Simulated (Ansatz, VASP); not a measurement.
B in VASP and in Ansatz

```
CELL_PARAMETERS angstrom
0.00000 1.41306 1.41306
1.41306 0.00000 1.41306
1.41306 1.41306 0.00000
ATOMIC_POSITIONS crystal
B 0.00000 0.00000 0.00000
```

Change from the starting cell: functional lda, volume scaled by 0.96.

Alike in both runs: task single point; functional LDA; k mesh 16 × 16 × 16; occupations fermi-dirac, width 0.08 eV; no spin polarisation.

```csv
,VASP,Ansatz
version,VASP 6.6.1,Ansatz 0.2.0
potentials or method,"VASP PAW LDA potentials, release 64 (B), cutoff 500 eV","all-electron LAPW, scalar-relativistic"
```

```csv
,VASP,Ansatz,Ansatz less VASP
pressure (GPa),2.9,2.4,-0.53
```

LDA's correlation is that of Perdew and Zunger in VASP and of Perdew and Wang (1992) in Ansatz. Ansatz ran all-electron here, and VASP with PAW potentials.
